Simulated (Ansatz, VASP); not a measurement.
**YTl: VASP beside Ansatz**

Contents of INCAR:

```
SYSTEM = YTl
PREC = Accurate
ENCUT = 520
EDIFF = 1E-6
ISMEAR = -1
SIGMA = 0.08
LREAL = .FALSE.
LASPH = .TRUE.
NELM = 100
ALGO = Normal
ISIF = 2
LWAVE = .FALSE.
LCHARG = .FALSE.
NBANDS = 19
```

File KPOINTS:

```
Automatic mesh
0
G
  11 11 11
  0 0 0
```

File POSCAR:

```
YTl
1.0
    3.7510000000      0.0375100000      0.0375100000
    0.0375100000      3.7510000000      0.0375100000
    0.0375100000      0.0375100000      3.7510000000
Y Tl
1 1
Direct
    0.5000000000      0.5000000000      0.5000000000
    0.0000000000      0.0000000000      0.0000000000
```

Input for Ansatz:

```yaml
crystal:
  lattice:
    - [3.751, 0.03751, 0.03751]
    - [0.03751, 3.751, 0.03751]
    - [0.03751, 0.03751, 3.751]
  atoms:
    - { symbol: "Y", position: [0.5, 0.5, 0.5] }
    - { symbol: Tl, position: [0.0, 0.0, 0.0] }
kpoints:
  mp_grid: { grid: [11, 11, 11] }
  band_path:
    path:
      - [0.0, 0.0, 0.0]
      - [0.5, 0.5, 0.5]
      - [0.5193194925, 0.4806805075, 0.5]
      - [0.5, -0.4806805075, 0.4806805075]
      - [0.5, 0.0, 0.0]
      - [0.0, 0.0, 0.0]
      - [0.4903402537, -0.4903402537, 0.0]
      - [0.5096597463, 0.0, 0.4903402537]
      - [0.5, 0.0, 0.5]
    npoints: 5
scf:
  occupations: { method: fermi_dirac, width: 0.08 }
hamiltonian:
  xc: lda
  pseudopotentials: { kind: all_electron, lapw: { basis_error: 0.00025 } }
output:
  forces: true
  stress: true
  eigenvalues: true
```

Change from the starting cell: equal xy, yz and zx shear strains of +2 %.

Alike in both runs: task single point; functional LDA; k mesh 11 × 11 × 11; occupations fermi-dirac, width 0.08 eV; no spin polarisation.

|  | VASP | Ansatz |
| --- | --- | --- |
| version | VASP 6.6.1 | Ansatz 0.2.0 |
| potentials or method | VASP PAW LDA potentials, release 64 (Y_sv, Tl_d), cutoff 520 eV | all-electron LAPW, scalar-relativistic |

```tsv
	VASP	Ansatz	Ansatz less VASP
pressure (GPa)	-2.8	-2.9	-0.06
traceless stress, the component that is largest in VASP (GPa)	-0.56	-0.55	+0.010
```

LDA's correlation is that of Perdew and Zunger in VASP and of Perdew and Wang (1992) in Ansatz. Ansatz ran all-electron here, and VASP with PAW potentials.

Spin-orbit coupling is off throughout.
